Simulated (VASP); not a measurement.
# Zn6O (P-3m1) in VASP: single point with PBE

Aim: the single point of Zn6O with PBE.

All numbers are computed with VASP 6.6.1; they aren't measurements. Logs are shortened: lines on timing, memory, paths and dates and some standing lists are left out, and cuts for length are marked.

## (1) The cell of the first run

Symmetry: P-3m1, No. 164, trigonal system. Conventional cell: a = 2.942 Å, b = 2.942 Å, c = 13.100 Å, α = 90.00°, β = 90.00°, γ = 120.00°. Zn (site symmetry 3m) has 12 Zn at 2.69 to 2.94 Å within 3.6 Å. Within 3.0 Å of Zn (site symmetry 3m) lie 3 O at 2.16 Å and 9 Zn at 2.67 to 2.94 Å. Within 3.5 Å of Zn (site symmetry 3m) lie 12 Zn at 2.67 to 2.94 Å. Within 3.0 Å of O (site symmetry -3m) lie 6 Zn at 2.16 Å and 6 O at 2.94 Å.

## (2) Single point, PBE

The input, INCAR:

```
SYSTEM = Zn6O
  ALGO = Normal
  EDIFF = 1E-6
  ENCUT = 520
  GGA = PE
  ISIF = 2
  ISMEAR = 0
  LASPH = .TRUE.
  LCHARG = .FALSE.
  LREAL = .FALSE.
  LWAVE = .FALSE.
  NBANDS = 48
  NELM = 60
  PREC = Accurate
  SIGMA = 0.1
```

The input, KPOINTS:

```
k-points
0
G
  12 12 4
  0 0 0
```

The input, POSCAR:

```
Zn6O
1.0
    2.9422971172      0.0000000000      0.0000000000
   -1.4711485586      2.5481040490      0.0000000000
    0.0000000000      0.0000000000     13.0999103334
Zn O
6 1
Direct
    0.3333333333      0.6666666667      0.4189540508
    0.6666666667      0.3333333333      0.5810459492
    0.6666666667      0.3333333333      0.8980432478
    0.3333333333      0.6666666667      0.1019567522
    0.6666666667      0.3333333333      0.2593943912
    0.3333333333      0.6666666667      0.7406056088
    0.0000000000      0.0000000000      0.0000000000
```

Potentials or basis: VASP PAW PBE potentials, release 64 (Zn, O).

Command:

```console
$ cat potpaw_PBE.64/Zn/POTCAR potpaw_PBE.64/O/POTCAR > POTCAR
$ mpirun -np 1 vasp_std > vasp.out
```

OUTCAR:

```text
SYSTEM = Zn6O
   EDIFF = 1E-6
   ENCUT = 520
   GGA = PE
   ISIF = 2
   ISMEAR = 0
   LASPH = .TRUE.
   LREAL = .FALSE.
   NELM = 60
   PREC = Accurate

 ion  position               nearest neighbor table
   1  0.333  0.667  0.419-   5 2.69   5 2.69   5 2.69   2 2.72   2 2.72   2 2.72
   2  0.667  0.333  0.581-   6 2.69   6 2.69   6 2.69   1 2.72   1 2.72   1 2.72
   3  0.667  0.333  0.898-   7 2.16   7 2.16   7 2.16   6 2.67   6 2.67   6 2.67
   4  0.333  0.667  0.102-   7 2.16   7 2.16   7 2.16   5 2.67   5 2.67   5 2.67
   5  0.667  0.333  0.259-   4 2.67   4 2.67   4 2.67   1 2.69   1 2.69   1 2.69
   6  0.333  0.667  0.741-   3 2.67   3 2.67   3 2.67   2 2.69   2 2.69   2 2.69
   7  0.000  0.000  0.000-   3 2.16   4 2.16   3 2.16   4 2.16   3 2.16   4 2.16

  LATTYP: Found a hexagonal cell.
 ALAT       =     2.9422971172
 C/A-ratio  =     4.4522731089

  Lattice vectors:

 A1 = (   2.9422971172,   0.0000000000,   0.0000000000)
 A2 = (  -1.4711485586,   2.5481040490,   0.0000000000)
 A3 = (   0.0000000000,   0.0000000000,  13.0999103334)

Analysis of symmetry for initial positions (statically):
=====================================================================
 Subroutine PRICEL returns:
 Original cell was already a primitive cell.

 Routine SETGRP: Setting up the symmetry group for a
 hexagonal supercell.

 Subroutine GETGRP returns: Found 12 space group operations
 (whereof 12 operations were pure point group operations)
 out of a pool of 24 trial point group operations.

The static configuration has the point symmetry D_3d.

Analysis of symmetry for dynamics (positions and initial velocities):
=====================================================================
 Subroutine PRICEL returns:
 Original cell was already a primitive cell.

 Routine SETGRP: Setting up the symmetry group for a
 hexagonal supercell.

 Subroutine GETGRP returns: Found 12 space group operations
 (whereof 12 operations were pure point group operations)
 out of a pool of 24 trial point group operations.

The dynamic configuration has the point symmetry D_3d.

 Subroutine INISYM returns: Found 12 space group operations
 (whereof 12 operations are pure point group operations),
 and found     1 'primitive' translations

----------------------------------------------------------------------------------------

                                     Primitive cell

  volume of cell :      98.2137

  direct lattice vectors                    reciprocal lattice vectors
[... 104 lines left out ...]
   ISYM   =      2    0-nonsym 1-usesym 2-fastsym
   POTIM  = 0.5000    time-step for ionic-motion
   TEBEG  =    0.0;   TEEND  =   0.0 temperature during run
   PSTRESS=    0.0 pullay stress
   NELECT =      78.0000    total number of electrons
   NUPDOWN=      -1.0000    fix difference up-down
   EMIN   =  10.00;   EMAX   =-10.00  energy-range for DOS
   EFERMI =   0.00;   METHOD = LEGACY
   ISMEAR =     0;   SIGMA  =   0.10  broadening in eV -4-tet -1-fermi 0-gaus
   EFERMI_NEDOS =   21; number of points for ismear=-14 and -15
   IALGO  =     38    algorithm
   IMIX   =      4    mixing-type and parameters
     AMIX     =   0.40;   BMIX     =  1.00
     AMIX_MAG =   1.60;   BMIX_MAG =  1.00
  volume/ion in A,a.u.               =      14.03        94.68
  Fermi-wavevector in a.u.,A,eV,Ry     =   1.516058  2.864933 31.272047  2.298431
  Thomas-Fermi vector in A             =   2.625498
   LORBIT       =      0    0 simple, 1 ext, 2 COOP (PROOUT), +10 PAW based schemes
   GGA     = PE    functional components
   LHFCALC =     F    Hartree Fock is set to
   AEXX    =    0.0000 exact exchange contribution
   IVDW    =     0    specifies the selected vdW correction
   LEPSILON=     F    determine dielectric tensor
   LRPA    =     F    only Hartree local field effects (RPA)
 non-spin polarized calculation
 Gauss-broadening in eV      SIGMA  =   0.10
  energy-cutoff  :      520.00
  volume of cell :       98.21
 maximum number of plane-waves:      2712
 NGX is ok and might be reduce to    24
   NGX = 11   NGY = 11   NGZ = 49

 number of electron      78.0000009 magnetization

 Free energy of the ion-electron system (eV)
  ---------------------------------------------------
  ext. energy  EPLUGINS =         0.00000000
  ---------------------------------------------------
  free energy    TOTEN  =       -13.55818120 eV

  energy without entropy =      -13.55022418  energy(sigma->0) =      -13.55420269

 E-fermi :   3.2969     XC(G=0): -11.5691

 val. band max:        3.2704480631   @ k =   0.3333   0.1667   0.2500
 cond. band min:       3.3055609517   @ k =   0.3333  -0.0000   0.5000
 fundamental gap:      0.0351128886
 Fermi energy:         3.2969032921

 k-point     1 :       0.0000    0.0000    0.0000
  band No.  band energies     occupation
      1     -16.5047      2.00000
      2      -6.6675      2.00000
      3      -6.4173      2.00000
      4      -5.2141      2.00000
      5      -5.0386      2.00000
      6      -4.9992      2.00000
[... 1213 lines left out ...]
     47      13.0170      0.00000
     48      13.2398      0.00000

 [... further k-points ...]

------------------------ aborting loop because EDIFF is reached ----------------------------------------

  FORCE on cell =-STRESS in cart. coord.  units (eV):
  Direction    XX          YY          ZZ          XY          YZ          ZX
  --------------------------------------------------------------------------------------
  -------------------------------------------------------------------------------------
  Total        0.2429362      0.2429362      0.2977902      0.0000000      0.0000000      0.0000000
  in kB        3.9630616      3.9630616      4.8579047      0.0000000      0.0000000      0.0000000
  external PRESSURE =       4.2613427 kB  Pullay stress =       0.0000000 kB

 VOLUME and BASIS-vectors are now :
 -----------------------------------------------------------------------------
  energy-cutoff  :      520.00
  volume of cell :       98.21
      direct lattice vectors                 reciprocal lattice vectors
     2.942297117  0.000000000  0.000000000     0.339870503  0.196224326  0.000000000
    -1.471148559  2.548104049  0.000000000     0.000000000  0.392448652  0.000000000
     0.000000000  0.000000000 13.099910333     0.000000000  0.000000000  0.076336400

 POSITION                                       TOTAL-FORCE (eV/Angst)
 -----------------------------------------------------------------------------------
     -0.00000      1.69874      5.48826         0.000000     -0.000000      0.001490
      1.47115      0.84937      7.61165         0.000000      0.000000     -0.001490
      1.47115      0.84937     11.76429         0.000000      0.000000     -0.037466
     -0.00000      1.69874      1.33562        -0.000000      0.000000      0.037466
      1.47115      0.84937      3.39804         0.000000      0.000000      0.000446
     -0.00000      1.69874      9.70187        -0.000000      0.000000     -0.000446
      0.00000      0.00000      0.00000        -0.000000      0.000000      0.000000
 -----------------------------------------------------------------------------------
    total drift:                                0.000000     -0.000000      0.000000

  FREE ENERGIE OF THE ION-ELECTRON SYSTEM (eV)
  ---------------------------------------------------
  free  energy   TOTEN  =       -13.5581812012 eV

  energy  without entropy=      -13.5502241764  energy(sigma->0) =      -13.55420269
```

stdout:

```text
POSCAR found type information on POSCAR ZnO
 POSCAR found :  2 types and       7 ions
 scaLAPACK will be used
 LDA part: xc-table for (Slater+PW92), standard interpolation
 POSCAR, INCAR and KPOINTS ok, starting setup
 FFT: planning ... GRIDC
 FFT: planning ... GRID_SOFT
 FFT: planning ... GRID
 WAVECAR not read
 entering main loop
```

Run time: 2.3 min. Hardware: 1 thread of Intel Xeon 6975P-C (Granite Rapids), shared host; peak memory 0.38 GiB.

What came out:

```
Free energy            : -13.5582 eV
Pressure               : 0.4 GPa
Largest force          : 0.037 eV/Å
Band gap on the k mesh : zero (bands 39 and 40 overlap by 1.69 eV)
```

Forces on the atoms (eV/Å):
```
Zn   0.000  0.000  0.001
Zn   0.000  0.000 -0.001
Zn   0.000  0.000 -0.037
Zn   0.000  0.000  0.037
Zn   0.000  0.000  0.000
Zn   0.000  0.000  0.000
O    0.000  0.000  0.000
```

Stress tensor (GPa, compression positive):
```
0.40 0.00 0.00
0.00 0.40 0.00
0.00 0.00 0.49
```
